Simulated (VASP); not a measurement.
Here is a VASP 6.6.1 calculation.

Contents of INCAR:

```
SYSTEM = PtSe2
PREC = Accurate
ENCUT = 600
EDIFF = 1E-6
ISMEAR = 0
SIGMA = 0.1
LREAL = .False.
LASPH = .True.
NELM = 100
ALGO = Normal
ISIF = 3
LWAVE = .False.
LCHARG = .False.
GGA = PE
IBRION = 2
NSW = 100
EDIFFG = -0.002
```

KPOINTS

```
regular mesh
0
Gamma
  15 15 8
  0 0 0
```

File POSCAR:

```
PtSe2
1.0
    3.7240000000      0.0000000000      0.0000000000
   -1.8620000000      3.2250786037      0.0000000000
    0.0000000000      0.0000000000      5.0620000000
Pt Se
1 2
Direct
    0.0000000000      0.0000000000      0.0000000000
    0.3333333333      0.6666666667      0.2500000000
    0.6666666667      0.3333333333      0.7500000000
```

Potentials or basis: VASP PAW PBE potentials, release 64 (Pt, Se).

Launch:

```bash
$ cat potpaw_PBE.64/Pt/POTCAR potpaw_PBE.64/Se/POTCAR > POTCAR
$ mpirun -np 1 vasp_std > vasp.out
```

Task: What does it give for the band gap on the k mesh?

Result: 0.78 eV, indirect (least direct gap 1.03 eV).

Task: What does it give for the relaxed cell?

Result: a = 3.752 Å, b = 3.752 Å, c = 6.359 Å, α = 90.00°, β = 90.00°, γ = 120.00°.

Task: What does it give for the relaxed volume?

Result: 25.85 Å³/atom.

Task: Estimate the space group after relaxing (to 0.05 Å).

Result: P-3m1 (No. 164).

The path:
```tsv
step	energy change (eV)	largest force (eV/Å)	pressure (GPa)	volume (Å³)
1	0.0000	0.5694	7.33	60.80
3	-0.0735	0.1356	0.00	63.95
5	-0.0736	0.1109	0.26	63.82
7	-0.0786	0.0436	0.18	64.58
9	-0.0840	0.0353	0.05	65.97
11	-0.0934	0.1539	-0.75	68.20
13	-0.0952	0.2061	-0.94	69.02
15	-0.0988	0.1627	-0.28	69.36
17	-0.0998	0.1204	0.27	69.63
19	-0.1023	0.0833	0.35	70.17
21	-0.1075	0.1021	0.87	72.62
23	-0.1099	0.0076	-0.10	74.21
25	-0.1104	0.0042	-0.12	74.55
27	-0.1115	0.0539	-0.17	76.05
29	-0.1116	0.0174	0.08	76.08
31	-0.1116	0.0275	0.02	76.07
33	-0.1116	0.0208	0.06	76.08
35	-0.1118	0.0013	0.01	76.41
37	-0.1119	0.0125	-0.07	76.62
39	-0.1119	0.0203	-0.13	76.75
41	-0.1119	0.0174	-0.11	76.71
43	-0.1119	0.0178	-0.11	76.75
45	-0.1119	0.0192	-0.10	76.92
47	-0.1120	0.0224	-0.07	77.57
49	-0.1121	0.0060	0.02	77.51
51	-0.1121	0.0056	0.02	77.51
53	-0.1121	0.0036	0.03	77.51
54	-0.1121	0.0006	0.00	77.54
```

Caveat: the volume moved by over 15 % at a fixed basis, so the end points are rough; spin-orbit coupling is left out, which moves the levels of the heavy elements; this functional lacks dispersion, which binds the layers, so the pressure and a relaxed spacing across them are unreliable; the volume moved by +28 % from the deposited cell, more than functionals usually miss. PBE usually gives volumes a little too large and moduli too small.
